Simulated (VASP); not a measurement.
# Ta (P-3m1) in VASP: single point with r2SCAN

Aim: the single point of Ta with r2SCAN.

Program: VASP 6.6.1. These are calculated values, not measurements. Logs are shortened: lines on timing, memory, paths and dates and some standing lists are left out, and cuts for length are marked.

### 1 The cell of the first run

The structure is trigonal, space group P-3m1 (No. 164). The conventional cell has a = 2.900 Å, b = 2.900 Å, c = 5.166 Å, α = 90.00°, β = 90.00°, γ = 120.00°. Ta (site symmetry 3m) has 12 Ta at 2.89 to 3.27 Å within 3.8 Å.

### 2 Single point, r2SCAN (atom 1 (Ta) moved by (+0.000, -0.225) A along y and z)

POSCAR reads:

```
Ta
1.0
    2.9003720726      0.0000000000      0.0000000000
   -1.4501860363      2.5117958953      0.0000000000
    0.0000000000      0.0000000000      5.1662740000
Ta
2
Direct
    0.6666666667      0.3333333333      0.7064483030
    0.3333333333      0.6666666667      0.2500000000
```

INCAR.step1 reads:

```
SYSTEM = Ta
PREC = Accurate
ENCUT = 520
ISMEAR = 0
SIGMA = 0.15
LREAL = .False.
LASPH = .True.
NELM = 60
NBANDS = 18
GGA = PE
ALGO = Normal
EDIFF = 1E-4
LWAVE = .True.
LCHARG = .False.
```

INCAR.step2 reads:

```
SYSTEM = Ta
PREC = Accurate
ENCUT = 520
EDIFF = 1E-6
ISMEAR = 0
SIGMA = 0.15
LREAL = .False.
LASPH = .True.
NELM = 60
ALGO = Normal
ISIF = 2
LWAVE = .False.
LCHARG = .False.
METAGGA = R2SCAN
LMIXTAU = .True.
NBANDS = 18
ISTART = 1
```

KPOINTS reads:

```
regular mesh
0
Gamma
  18 18 10
  0 0 0
```

Potentials or basis: VASP PAW PBE potentials, release 64 (Ta_pv).

Run with:

```console
cat potpaw_PBE.64/Ta_pv/POTCAR > POTCAR
cp INCAR.step1 INCAR
mpirun -np 1 vasp_std > vasp.out
cp INCAR.step2 INCAR
mpirun -np 1 vasp_std > vasp.out
```

OUTCAR:

```text
SYSTEM = Ta
   PREC = Accurate
   ENCUT = 520
   EDIFF = 1E-6
   ISMEAR = 0
   LREAL = .False.
   LASPH = .True.
   NELM = 60
   ISIF = 2
   METAGGA = R2SCAN
   ISTART = 1

 ion  position               nearest neighbor table
   1  0.667  0.333  0.706-   2 2.89   2 2.89   2 2.89   2 3.27   2 3.27   2 3.27
   2  0.333  0.667  0.250-   1 2.89   1 2.89   1 2.89   1 3.27   1 3.27   1 3.27

  LATTYP: Found a hexagonal cell.
 ALAT       =     2.9003720726
 C/A-ratio  =     1.7812452577

  Lattice vectors:

 A1 = (   2.9003720726,   0.0000000000,   0.0000000000)
 A2 = (  -1.4501860363,   2.5117958953,   0.0000000000)
 A3 = (   0.0000000000,   0.0000000000,   5.1662740000)

Analysis of symmetry for initial positions (statically):
=====================================================================
 Subroutine PRICEL returns:
 Original cell was already a primitive cell.

 Routine SETGRP: Setting up the symmetry group for a
 hexagonal supercell.

 Subroutine GETGRP returns: Found 12 space group operations
 (whereof  6 operations were pure point group operations)
 out of a pool of 24 trial point group operations.

The static configuration has the point symmetry C_3v.
 The point group associated with its full space group is D_3d.

Analysis of symmetry for dynamics (positions and initial velocities):
=====================================================================
 Subroutine PRICEL returns:
 Original cell was already a primitive cell.

 Routine SETGRP: Setting up the symmetry group for a
 hexagonal supercell.

 Subroutine GETGRP returns: Found 12 space group operations
 (whereof  6 operations were pure point group operations)
 out of a pool of 24 trial point group operations.

The dynamic configuration has the point symmetry C_3v.
 The point group associated with its full space group is D_3d.

 Subroutine INISYM returns: Found 12 space group operations
 (whereof  6 operations are pure point group operations),
 and found     1 'primitive' translations

----------------------------------------------------------------------------------------

                                     Primitive cell

  volume of cell :      37.6370

  direct lattice vectors                    reciprocal lattice vectors
     2.900372073  0.000000000  0.000000000     0.344783350  0.199060760  0.000000000
    -1.450186036  2.511795895  0.000000000     0.000000000  0.398121520  0.000000000
     0.000000000  0.000000000  5.166274000     0.000000000  0.000000000  0.193563098

  length of vectors
     2.900372073  2.900372073  5.166274000     0.398121520  0.398121520  0.193563098

  position of ions in fractional coordinates (direct lattice)
     0.666666667  0.333333333  0.706448303
     0.333333333  0.666666667  0.250000000

  ion indices of the primitive-cell ions
   primitive index   ion index
                 1           1
                 2           2

----------------------------------------------------------------------------------------

 KPOINTS: regular mesh

Automatic generation of k-mesh.
 Grid dimensions read from file:
 generate k-points for:   18   18   10

 Generating k-lattice:

  Cartesian coordinates                     Fractional coordinates (reciprocal lattice)
     0.019154631  0.011058931  0.000000000     0.055555556  0.000000000  0.000000000
     0.000000000  0.022117862  0.000000000     0.000000000  0.055555556  0.000000000
     0.000000000  0.000000000  0.019356310     0.000000000  0.000000000  0.100000000

  Length of vectors
     0.022117862  0.022117862  0.019356310

  Shift w.r.t. Gamma in fractional coordinates (k-lattice)
     0.000000000  0.000000000  0.000000000

 Subroutine IBZKPT returns following result:
 ===========================================

 Found    330 irreducible k-points:

 Following reciprocal coordinates:
            Coordinates               Weight
  0.000000  0.000000  0.000000      1.000000
  0.055556  0.000000  0.000000      6.000000
  0.111111  0.000000  0.000000      6.000000
  0.166667  0.000000  0.000000      6.000000
  0.222222  0.000000  0.000000      6.000000
  0.277778  0.000000  0.000000      6.000000
[... 16 lines left out ...]
  0.333333  0.111111  0.000000     12.000000
  0.388889  0.111111  0.000000     12.000000
 [... further k-points ...]
   k-points           NKPTS =    330   k-points in BZ     NKDIM =    330   number of bands    NBANDS=     18
   number of dos      NEDOS =    301   number of ions     NIONS =      2
   total plane-waves  NPLWV =  23040
   dimension x,y,z NGX =    24 NGY =   24 NGZ =   40
   dimension x,y,z NGXF=    48 NGYF=   48 NGZF=   80
   ions per type =               2
   NGX,Y,Z   is equivalent  to a cutoff of  13.76, 13.76, 12.87 a.u.
   NGXF,Y,Z  is equivalent  to a cutoff of  27.51, 27.51, 25.74 a.u.
 SYSTEM =  Ta
   PREC   = accura    normal or accurate (medium, high low for compatibility)
   ISTART =      1    job   : 0-new  1-cont  2-samecut
   ICHARG =      0    charge: 1-file 2-atom 10-const
   ISPIN  =      1    spin polarized calculation?
   LNONCOLLINEAR =      F non collinear calculations
   LSORBIT =      F    spin-orbit coupling
   LASPH  =      T    aspherical Exc in radial PAW
   ENCUT  =  520.0 eV  38.22 Ry    6.18 a.u.   5.39  5.39  9.61*2*pi/ulx,y,z
   NELM   =     60;   NELMIN=  2; NELMDL=  0     # of ELM steps
   EDIFF  = 0.1E-05   stopping-criterion for ELM
   LREAL  =      F    real-space projection
   EDIFFG = 0.1E-04   stopping-criterion for IOM
   NSW    =      0    number of steps for IOM
   IBRION =     -1    ionic relax: 0-MD 1-quasi-New 2-CG
   NFREE  =      0    steps in history (QN), initial steepest desc. (CG)
   ISIF   =      2    stress and relaxation
   ISYM   =      2    0-nonsym 1-usesym 2-fastsym
   POTIM  = 0.5000    time-step for ionic-motion
   TEBEG  =    0.0;   TEEND  =   0.0 temperature during run
   PSTRESS=    0.0 pullay stress
   NELECT =      22.0000    total number of electrons
   NUPDOWN=      -1.0000    fix difference up-down
   EMIN   =  10.00;   EMAX   =-10.00  energy-range for DOS
   EFERMI =   0.00;   METHOD = LEGACY
   ISMEAR =     0;   SIGMA  =   0.15  broadening in eV -4-tet -1-fermi 0-gaus
   EFERMI_NEDOS =   21; number of points for ismear=-14 and -15
   IALGO  =     38    algorithm
   IMIX   =      4    mixing-type and parameters
     AMIX     =   0.40;   BMIX     =  1.00
     AMIX_MAG =   1.60;   BMIX_MAG =  1.00
  volume/ion in A,a.u.               =      18.82       126.99
  Fermi-wavevector in a.u.,A,eV,Ry     =   1.368812  2.586680 25.492516  1.873647
  Thomas-Fermi vector in A             =   2.494743
   LORBIT       =      0    0 simple, 1 ext, 2 COOP (PROOUT), +10 PAW based schemes
   METAGGA = R2SCAN    functional components
   LHFCALC =     F    Hartree Fock is set to
   AEXX    =    0.0000 exact exchange contribution
   IVDW    =     0    specifies the selected vdW correction
   LEPSILON=     F    determine dielectric tensor
   LRPA    =     F    only Hartree local field effects (RPA)
 non-spin polarized calculation
 Gauss-broadening in eV      SIGMA  =   0.15
  energy-cutoff  :      520.00
  volume of cell :       37.64
 maximum number of plane-waves:      1039
 NGX is ok and might be reduce to    24
   NGX = 11   NGY = 11   NGZ = 19

 number of electron      22.0000001 magnetization

 Free energy of the ion-electron system (eV)
  ---------------------------------------------------
  ext. energy  EPLUGINS =         0.00000000
  ---------------------------------------------------
  free energy    TOTEN  =       -96.27524962 eV

  energy without entropy =      -96.24563419  energy(sigma->0) =      -96.26044191

 E-fermi :   5.4754     XC(G=0): -13.4738

 val. band max:        5.4743407118   @ k =  -0.1667  -0.4444   0.1000
 cond. band min:       5.4759915668   @ k =   0.1667   0.0000   0.0000
 fundamental gap:      0.0016508551
 Fermi energy:         5.4753980013

 k-point     1 :       0.0000    0.0000    0.0000
  band No.  band energies     occupation
      1     -30.4151      2.00000
      2     -29.4483      2.00000
      3     -29.3868      2.00000
      4     -29.3868      2.00000
      5     -29.2738      2.00000
      6     -29.2738      2.00000
[... 10 lines left out ...]
     17      11.0068      0.00000
     18      11.0068      0.00000

 k-point     2 :       0.0556    0.0000    0.0000
  band No.  band energies     occupation
      1     -30.4047      2.00000
      2     -29.4654      2.00000
      3     -29.4056      2.00000
      4     -29.3964      2.00000
      5     -29.3081      2.00000
      6     -29.2796      2.00000
[... 10 lines left out ...]
     17      11.0621      0.00000
     18      11.2738      0.00000

 k-point     3 :       0.1111    0.0000    0.0000
  band No.  band energies     occupation
      1     -30.3745      2.00000
      2     -29.5462      2.00000
      3     -29.4297      2.00000
      4     -29.4234      2.00000
      5     -29.4032      2.00000
      6     -29.2966      2.00000
[... 10 lines left out ...]
     17      11.1886      0.00000
     18      11.9140      0.00000

 k-point     4 :       0.1667    0.0000    0.0000
  band No.  band energies     occupation
      1     -30.3277      2.00000
      2     -29.6889      2.00000
      3     -29.5509      2.00000
      4     -29.4639      2.00000
      5     -29.4410      2.00000
      6     -29.3232      2.00000
[... 375 lines left out ...]
      4     -29.6598      2.00000
      5     -29.5285      2.00000
      6     -29.4879      2.00000
[... 10 lines left out ...]
     17      11.1278      0.00000
     18      13.9225      0.00000

 k-point    23 :       0.3333    0.1111    0.0000
  band No.  band energies     occupation
      1     -30.3489      2.00000
      2     -30.2520      2.00000
      3     -29.9344      2.00000
      4     -29.7146      2.00000
      5     -29.5613      2.00000
      6     -29.5231      2.00000
[... 10 lines left out ...]
     17      12.1712      0.00000
     18      14.3298      0.00000

 k-point    24 :       0.3889    0.1111    0.0000
  band No.  band energies     occupation
      1     -30.4258      2.00000
      2     -30.3098      2.00000
      3     -29.8875      2.00000
      4     -29.7537      2.00000
      5     -29.5870      2.00000
      6     -29.5498      2.00000
[... 10 lines left out ...]
     17      13.0299      0.00000
     18      14.7375      0.00000

 [... further k-points ...]

------------------------ aborting loop because EDIFF is reached ----------------------------------------

  FORCE on cell =-STRESS in cart. coord.  units (eV):
  Direction    XX          YY          ZZ          XY          YZ          ZX
  --------------------------------------------------------------------------------------
  -------------------------------------------------------------------------------------
  Total        0.1119836      0.1119836      0.6465008      0.0000000      0.0000000      0.0000000
  in kB        4.7670459      4.7670459     27.5209957      0.0000000      0.0000000      0.0000000
  external PRESSURE =      12.3516958 kB  Pullay stress =       0.0000000 kB

 VOLUME and BASIS-vectors are now :
 -----------------------------------------------------------------------------
  energy-cutoff  :      520.00
  volume of cell :       37.64
      direct lattice vectors                 reciprocal lattice vectors
     2.900372073  0.000000000  0.000000000     0.344783350  0.199060760  0.000000000
    -1.450186036  2.511795895  0.000000000     0.000000000  0.398121520  0.000000000
     0.000000000  0.000000000  5.166274000     0.000000000  0.000000000  0.193563098

 POSITION                                       TOTAL-FORCE (eV/Angst)
 -----------------------------------------------------------------------------------
      1.45019      0.83727      3.64971         0.000000      0.000000      2.561245
     -0.00000      1.67453      1.29157        -0.000000      0.000000     -2.561245
 -----------------------------------------------------------------------------------
    total drift:                               -0.000000      0.000000     -0.000004

  FREE ENERGIE OF THE ION-ELECTRON SYSTEM (eV)
  ---------------------------------------------------
  free  energy   TOTEN  =       -96.2752496215 eV

  energy  without entropy=      -96.2456341897  energy(sigma->0) =      -96.26044191
```

Wall time 17 min (1 thread of Oxide Virtual Turin-like, shared host); peak memory 0.28 GiB.

What came out:

| Item | Value |
| --- | --- |
| Free energy | -96.2752 eV |
| Pressure | 1.2 GPa |
| Largest force | 2.561 eV/Å |
| Band gap on the k mesh | zero (bands 11 and 12 overlap by 2.18 eV) |

Forces on the atoms (eV/Å):
```
Ta   0.000  0.000  2.561
Ta   0.000  0.000 -2.561
```

Levels at points of the mesh, in eV from the Fermi level:
```csv
k point,band 9,band 10,band 11,band 12,band 13,band 14
"(0.00, 0.00, 0.00)",-0.92,0.21,0.55,0.55,1.11,1.11
"(0.50, 0.00, 0.00)",-3.47,-0.60,-0.29,0.59,0.87,5.90
"(0.00, 0.00, 0.50)",-2.01,-0.45,0.53,0.53,0.71,0.71
"(0.50, 0.00, 0.50)",-2.86,-1.92,1.43,1.44,1.97,3.61
```

Caveat: the cell differs from its parent crystal (atom 1 (Ta) moved by (+0.000, -0.225) A along y and z); the PAW data sets were made with another functional, which shifts forces and pressure a little; spin-orbit coupling is left out, which moves the levels of the heavy elements.
